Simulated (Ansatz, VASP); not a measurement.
Na2S in VASP and in Ansatz

```
S Na
1.0
     0.00000    3.25543    3.25543
     3.25543    0.00000    3.25543
     3.25543    3.25543    0.00000
S Na
1 2
Direct
  0.00000 0.00000 0.00000
  0.25000 0.25000 0.25000
  0.75000 0.75000 0.75000
```

Alike in both runs: task single point; functional PBEsol; k mesh 6 × 6 × 6; no spin polarisation.

```csv
,VASP,Ansatz
version,VASP 6.6.1,Ansatz 0.2.0
potentials or method,"VASP PAW PBE potentials, release 64 (S, Na_pv)","plane waves, PAW"
plane-wave cutoff (eV),500,420
occupations,"gaussian, width 0.01 eV",fixed
valence electrons in the cell,20,24
```

```tsv
	VASP	Ansatz	Ansatz less VASP
gap on the k mesh at the Fermi level (eV)	2.41	2.41	+0.005
```

VASP's potentials were made for PBE, not for PBEsol. VASP's potentials hold 20 valence electrons a cell and Ansatz's 24, so a difference there can come from the potentials and not from the codes.
